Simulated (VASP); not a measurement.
# Ge (Fd-3m) in VASP: further runs

The runs below take Ge through electric field gradients, with PBEsol.

Everything below comes from runs of VASP 6.6.1. Logs are shortened: lines on timing, memory, paths and dates and some standing lists are left out, and cuts for length are marked.

## (1) The cell of the first run

The structure is cubic, space group Fd-3m (No. 227). The conventional cell has a = 5.620 Å, b = 5.620 Å, c = 5.620 Å, α = 90.00°, β = 90.00°, γ = 90.00°. Within 3.2 Å of Ge (site symmetry -43m) lie 4 Ge at 2.43 Å.

## (2) Electric field gradients, PBEsol (22.18 Å³/atom)

The input, INCAR:

```
PREC = Accurate ; ENCUT = 520
EDIFF = 1E-8 ; ISMEAR = -1
SIGMA = 0.05 ; LREAL = F
LASPH = T ; NELM = 60
ALGO = Normal ; ISIF = 2
LWAVE = F ; LCHARG = F
GGA = PS ; LEFG = T
NBANDS = 21
```

The input, KPOINTS:

```
Automatic mesh
0
Gamma
  11 11 11
```

The input, POSCAR:

```
Ge
1.0
    0.0000000000      2.8097843944      2.8097843944
    2.8097843944      0.0000000000      2.8097843944
    2.8097843944      2.8097843944      0.0000000000
Ge
2
Direct
    0.5000000000      0.5000000000      0.5000000000
    0.7500000000      0.7500000000      0.7500000000
```

Potentials or basis: VASP PAW PBE potentials, release 64 (Ge_d).

On the command line:

```sh
$ cat potpaw_PBE.64/Ge_d/POTCAR > POTCAR
$ mpirun -np 1 vasp_std > vasp.out
```

OUTCAR:

```text
PREC = Accurate
   ENCUT = 520
   EDIFF = 1E-8
   ISMEAR = -1
   LREAL = F
   LASPH = T
   NELM = 60
   ISIF = 2
   GGA = PS

 ion  position               nearest neighbor table
   1  0.500  0.500  0.500-   2 2.43   2 2.43   2 2.43   2 2.43
   2  0.750  0.750  0.750-   1 2.43   1 2.43   1 2.43   1 2.43

  LATTYP: Found a face centered cubic cell.
 ALAT       =     5.6195687888

  Lattice vectors:

 A1 = (   0.0000000000,   2.8097843944,   2.8097843944)
 A2 = (   2.8097843944,   0.0000000000,   2.8097843944)
 A3 = (   2.8097843944,   2.8097843944,   0.0000000000)

Analysis of symmetry for initial positions (statically):
=====================================================================
 Subroutine PRICEL returns:
 Original cell was already a primitive cell.

 Routine SETGRP: Setting up the symmetry group for a
 face centered cubic supercell.

 Subroutine GETGRP returns: Found 48 space group operations
 (whereof 24 operations were pure point group operations)
 out of a pool of 48 trial point group operations.

The static configuration has the point symmetry T_d .
 The point group associated with its full space group is O_h .

Analysis of symmetry for dynamics (positions and initial velocities):
=====================================================================
 Subroutine PRICEL returns:
 Original cell was already a primitive cell.

 Routine SETGRP: Setting up the symmetry group for a
 face centered cubic supercell.

 Subroutine GETGRP returns: Found 48 space group operations
 (whereof 24 operations were pure point group operations)
 out of a pool of 48 trial point group operations.

The dynamic configuration has the point symmetry T_d .
 The point group associated with its full space group is O_h .

 Subroutine INISYM returns: Found 48 space group operations
 (whereof 24 operations are pure point group operations),
 and found     1 'primitive' translations

----------------------------------------------------------------------------------------

                                     Primitive cell

  volume of cell :      44.3659

  direct lattice vectors                    reciprocal lattice vectors
     0.000000000  2.809784394  2.809784394    -0.177949597  0.177949597  0.177949597
     2.809784394  0.000000000  2.809784394     0.177949597 -0.177949597  0.177949597
     2.809784394  2.809784394  0.000000000     0.177949597  0.177949597 -0.177949597

  length of vectors
     3.973635198  3.973635198  3.973635198     0.308217743  0.308217743  0.308217743

  position of ions in fractional coordinates (direct lattice)
     0.500000000  0.500000000  0.500000000
     0.750000000  0.750000000  0.750000000

  ion indices of the primitive-cell ions
   primitive index   ion index
                 1           1
                 2           2

----------------------------------------------------------------------------------------

 KPOINTS: Automatic mesh

Automatic generation of k-mesh.
 Grid dimensions read from file:
 generate k-points for:   11   11   11

 Generating k-lattice:

  Cartesian coordinates                     Fractional coordinates (reciprocal lattice)
    -0.016177236  0.016177236  0.016177236     0.090909091  0.000000000  0.000000000
     0.016177236 -0.016177236  0.016177236     0.000000000  0.090909091  0.000000000
     0.016177236  0.016177236 -0.016177236     0.000000000  0.000000000  0.090909091

  Length of vectors
     0.028019795  0.028019795  0.028019795

  Shift w.r.t. Gamma in fractional coordinates (k-lattice)
     0.000000000  0.000000000  0.000000000

 Subroutine IBZKPT returns following result:
 ===========================================

 Found     56 irreducible k-points:

 Following reciprocal coordinates:
            Coordinates               Weight
  0.000000  0.000000  0.000000      1.000000
  0.090909  0.000000  0.000000      8.000000
  0.181818  0.000000  0.000000      8.000000
  0.272727  0.000000  0.000000      8.000000
  0.363636  0.000000  0.000000      8.000000
  0.454545  0.000000  0.000000      8.000000
[... 16 lines left out ...]
 -0.272727  0.181818  0.000000     24.000000
 -0.181818  0.181818  0.000000     12.000000
 [... further k-points ...]
   k-points           NKPTS =     56   k-points in BZ     NKDIM =     56   number of bands    NBANDS=     21
   number of dos      NEDOS =    301   number of ions     NIONS =      2
   total plane-waves  NPLWV =  27000
   dimension x,y,z NGX =    30 NGY =   30 NGZ =   30
   dimension x,y,z NGXF=    60 NGYF=   60 NGZF=   60
   ions per type =               2
   NGX,Y,Z   is equivalent  to a cutoff of  12.55, 12.55, 12.55 a.u.
   NGXF,Y,Z  is equivalent  to a cutoff of  25.10, 25.10, 25.10 a.u.
 SYSTEM =  unknown system
   PREC   = accura    normal or accurate (medium, high low for compatibility)
   ISTART =      0    job   : 0-new  1-cont  2-samecut
   ICHARG =      2    charge: 1-file 2-atom 10-const
   ISPIN  =      1    spin polarized calculation?
   LNONCOLLINEAR =      F non collinear calculations
   LSORBIT =      F    spin-orbit coupling
   LASPH  =      T    aspherical Exc in radial PAW
   ENCUT  =  520.0 eV  38.22 Ry    6.18 a.u.   7.39  7.39  7.39*2*pi/ulx,y,z
   NELM   =     60;   NELMIN=  2; NELMDL= -5     # of ELM steps
   EDIFF  = 0.1E-07   stopping-criterion for ELM
   LREAL  =      F    real-space projection
   EDIFFG = 0.1E-06   stopping-criterion for IOM
   NSW    =      0    number of steps for IOM
   IBRION =     -1    ionic relax: 0-MD 1-quasi-New 2-CG
   NFREE  =      0    steps in history (QN), initial steepest desc. (CG)
   ISIF   =      2    stress and relaxation
   ISYM   =      2    0-nonsym 1-usesym 2-fastsym
   POTIM  = 0.5000    time-step for ionic-motion
   TEBEG  =    0.0;   TEEND  =   0.0 temperature during run
   PSTRESS=    0.0 pullay stress
   NELECT =      28.0000    total number of electrons
   NUPDOWN=      -1.0000    fix difference up-down
   EMIN   =  10.00;   EMAX   =-10.00  energy-range for DOS
   EFERMI =   0.00;   METHOD = LEGACY
   ISMEAR =    -1;   SIGMA  =   0.05  broadening in eV -4-tet -1-fermi 0-gaus
   EFERMI_NEDOS =   21; number of points for ismear=-14 and -15
   IALGO  =     38    algorithm
   IMIX   =      4    mixing-type and parameters
     AMIX     =   0.40;   BMIX     =  1.00
     AMIX_MAG =   1.60;   BMIX_MAG =  1.00
  volume/ion in A,a.u.               =      22.18       149.70
  Fermi-wavevector in a.u.,A,eV,Ry     =   1.404250  2.653648 26.829584  1.971919
  Thomas-Fermi vector in A             =   2.526831
   LORBIT       =      0    0 simple, 1 ext, 2 COOP (PROOUT), +10 PAW based schemes
   GGA     = PS    functional components
   LHFCALC =     F    Hartree Fock is set to
   AEXX    =    0.0000 exact exchange contribution
   IVDW    =     0    specifies the selected vdW correction
   LEPSILON=     F    determine dielectric tensor
   LRPA    =     F    only Hartree local field effects (RPA)
 non-spin polarized calculation
  energy-cutoff  :      520.00
  volume of cell :       44.37
 maximum number of plane-waves:      1243
 NGX is ok and might be reduce to    30
   NGX = 15   NGY = 15   NGZ = 15

 number of electron      28.0000033 magnetization

 Free energy of the ion-electron system (eV)
  ---------------------------------------------------
  ext. energy  EPLUGINS =         0.00000000
  ---------------------------------------------------
  free energy    TOTEN  =        -9.86463989 eV

  energy without entropy =       -9.86427867  energy(sigma->0) =       -9.86445928

 E-fermi :   5.1338     XC(G=0): -10.2256

 val. band max:        5.0613997773   @ k =   0.0000   0.0000   0.0000
 cond. band min:       5.2414232987   @ k =   0.0000   0.0000   0.0000
 fundamental gap:      0.1800235214
 Fermi energy:         5.1337775451

 k-point     1 :       0.0000    0.0000    0.0000
  band No.  band energies     occupation
      1     -19.7317      2.00000
      2     -19.7317      2.00000
      3     -19.7317      2.00000
      4     -19.6935      2.00000
      5     -19.6935      2.00000
      6     -19.4701      2.00000
[... 13 lines left out ...]
     20      14.5981      0.00000
     21      14.5981      0.00000

 k-point     2 :       0.0909    0.0000    0.0000
  band No.  band energies     occupation
      1     -19.7370      2.00000
      2     -19.7370      2.00000
      3     -19.7303      2.00000
      4     -19.6863      2.00000
      5     -19.6863      2.00000
      6     -19.4778      2.00000
[... 13 lines left out ...]
     20      13.9097      0.00000
     21      13.9097      0.00000

 k-point     3 :       0.1818    0.0000    0.0000
  band No.  band energies     occupation
      1     -19.7458      2.00000
      2     -19.7458      2.00000
      3     -19.7264      2.00000
      4     -19.6726      2.00000
      5     -19.6726      2.00000
      6     -19.4894      2.00000
[... 13 lines left out ...]
     20      13.3426      0.00000
     21      13.3426      0.00000

 k-point     4 :       0.2727    0.0000    0.0000
  band No.  band energies     occupation
      1     -19.7524      2.00000
      2     -19.7524      2.00000
      3     -19.7213      2.00000
      4     -19.6604      2.00000
      5     -19.6604      2.00000
      6     -19.4985      2.00000
[... 13 lines left out ...]
     20      13.4932      0.00000
     21      13.4932      0.00000

 k-point     5 :       0.3636    0.0000    0.0000
  band No.  band energies     occupation
      1     -19.7560      2.00000
      2     -19.7560      2.00000
      3     -19.7165      2.00000
      4     -19.6526      2.00000
      5     -19.6526      2.00000
      6     -19.5036      2.00000
[... 13 lines left out ...]
     20      14.4296      0.00000
     21      14.4296      0.00000
[... 382 lines left out ...]
     20      15.4937      0.00000
     21      15.6913      0.00000

 k-point    22 :      -0.3636    0.1818    0.0000
  band No.  band energies     occupation
      1     -19.7755      2.00000
      2     -19.7654      2.00000
      3     -19.6869      2.00000
      4     -19.6402      2.00000
      5     -19.6228      2.00000
      6     -19.5326      2.00000
[... 13 lines left out ...]
     20      13.8375      0.00000
     21      15.7587      0.00000

 k-point    23 :      -0.2727    0.1818    0.0000
  band No.  band energies     occupation
      1     -19.7685      2.00000
      2     -19.7649      2.00000
      3     -19.6946      2.00000
      4     -19.6530      2.00000
      5     -19.6270      2.00000
      6     -19.5319      2.00000
[... 13 lines left out ...]
     20      14.6277      0.00000
     21      16.5419      0.00000

 k-point    24 :      -0.1818    0.1818    0.0000
  band No.  band energies     occupation
      1     -19.7611      2.00000
      2     -19.7578      2.00000
      3     -19.7096      2.00000
      4     -19.6624      2.00000
      5     -19.6405      2.00000
      6     -19.5217      2.00000
[... 13 lines left out ...]
     20      14.6548      0.00000
     21      14.9333      0.00000

 [... further k-points ...]

------------------------ aborting loop because EDIFF is reached ----------------------------------------

  FORCE on cell =-STRESS in cart. coord.  units (eV):
  Direction    XX          YY          ZZ          XY          YZ          ZX
  --------------------------------------------------------------------------------------
  -------------------------------------------------------------------------------------
  Total        0.5685229      0.5685229      0.5685229      0.0000000      0.0000000      0.0000000
  in kB       20.5309729     20.5309729     20.5309729      0.0000000      0.0000000      0.0000000
  external PRESSURE =      20.5309729 kB  Pullay stress =       0.0000000 kB

 VOLUME and BASIS-vectors are now :
 -----------------------------------------------------------------------------
  energy-cutoff  :      520.00
  volume of cell :       44.37
      direct lattice vectors                 reciprocal lattice vectors
     0.000000000  2.809784394  2.809784394    -0.177949597  0.177949597  0.177949597
     2.809784394  0.000000000  2.809784394     0.177949597 -0.177949597  0.177949597
     2.809784394  2.809784394  0.000000000     0.177949597  0.177949597 -0.177949597

 POSITION                                       TOTAL-FORCE (eV/Angst)
 -----------------------------------------------------------------------------------
      2.80978      2.80978      2.80978         0.000000      0.000000     -0.000000
      4.21468      4.21468      4.21468        -0.000000     -0.000000      0.000000
 -----------------------------------------------------------------------------------
    total drift:                                0.000000     -0.000000     -0.000000

  FREE ENERGIE OF THE ION-ELECTRON SYSTEM (eV)
  ---------------------------------------------------
  free  energy   TOTEN  =        -9.8646398901 eV

  energy  without entropy=       -9.8642786670  energy(sigma->0) =       -9.86445928

 Electric field gradients (V/A^2)
---------------------------------------------------------------------
 ion       V_xx      V_yy      V_zz      V_xy      V_xz      V_yz
---------------------------------------------------------------------
   1       0.000    -0.000    -0.000     0.002     0.002     0.002
   2      -0.000    -0.000    -0.000     0.002     0.002     0.002
---------------------------------------------------------------------

 Electric field gradients after diagonalization (V/A^2)
 (convention: |V_zz| > |V_xx| > |V_yy|)
----------------------------------------------------------------------
 ion       V_xx      V_yy      V_zz     asymmetry (V_yy - V_xx)/ V_zz
----------------------------------------------------------------------
   1      -0.002    -0.002     0.005       0.000
   2      -0.002    -0.002     0.005       0.000
----------------------------------------------------------------------

           NMR quadrupolar parameters

 Cq : quadrupolar parameter    Cq=e*Q*V_zz/h
 eta: asymmetry parameters     (V_yy - V_xx)/ V_zz
 Q  : nuclear electric quadrupole moment in mb (millibarn)
----------------------------------------------------------------------
 ion       Cq(MHz)       eta       Q (mb)
----------------------------------------------------------------------
   1       0.000       0.000       1.000
   2       0.000       0.000       1.000
----------------------------------------------------------------------
```

Run time: 68 s. Hardware: 1 thread of Intel Xeon 8259CL, shared host; peak memory 0.19 GiB.

What came out:

| Item | Value |
| --- | --- |
| Free energy | -9.8646 eV |
| Pressure | 2.1 GPa |
| Band gap on the k mesh | 0.18 eV |
| Largest electric field gradient by atom | zero within the noise of the run |

Caveat: the PAW data sets were made with another functional, which shifts forces and pressure a little; an odd mesh through Γ misses points on the zone boundary, where band edges can lie.

[end of part 1 of 2]
